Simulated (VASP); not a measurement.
A run of VASP 6.6.1 is set up as follows.

The input INCAR:

```
PREC = Accurate
ENCUT = 600
EDIFF = 1E-6
ISMEAR = 0
SIGMA = 0.2
LREAL = F
LASPH = T
NELM = 200
ALGO = Normal
ISIF = 2
LWAVE = F
LCHARG = T
GGA = PE
LELF = T
LVHAR = T
NBANDS = 24
GGA_COMPAT = F
LMAXMIX = 6
```

The input KPOINTS:

```
regular mesh
0
Gamma
  6 6 3
```

File POSCAR:

```
Ho3N
1.0
    3.5944731458      0.0000000000      0.0000000000
   -1.7972365729      3.1129050575      0.0000000000
    0.0000000000      0.0000000000      9.2327987687
Ho N
3 1
Direct
    0.6666666667      0.3333333333      0.4757552992
    0.0000000000      0.0000000000      0.7998157346
    0.3333333333      0.6666666667      0.1090770042
    0.0000000000      0.0000000000      0.5639835620
```

Potentials or basis: VASP PAW PBE potentials, release 64 (Ho_3, N), 4f in core.

The run is started by

```console
$ cat potpaw_PBE.64/Ho_3/POTCAR potpaw_PBE.64/N/POTCAR > POTCAR
$ mpirun -np 1 vasp_std > vasp.out
```

(1) What does it give for the largest force?

(2) Estimate the pressure.

(3) Estimate the band gap on the k mesh.

Results:

(1) 0.136 eV/Å.

(2) 0.7 GPa.

(3) 0.07 eV (least direct gap 0.14 eV).

Caveat: the smearing spreads over this small gap; semilocal functionals underestimate gaps, and a narrow one can read as zero; spin-orbit coupling is left out, which moves the levels of the heavy elements; the 4f electrons are frozen in the core, so they carry no moment and show no levels.
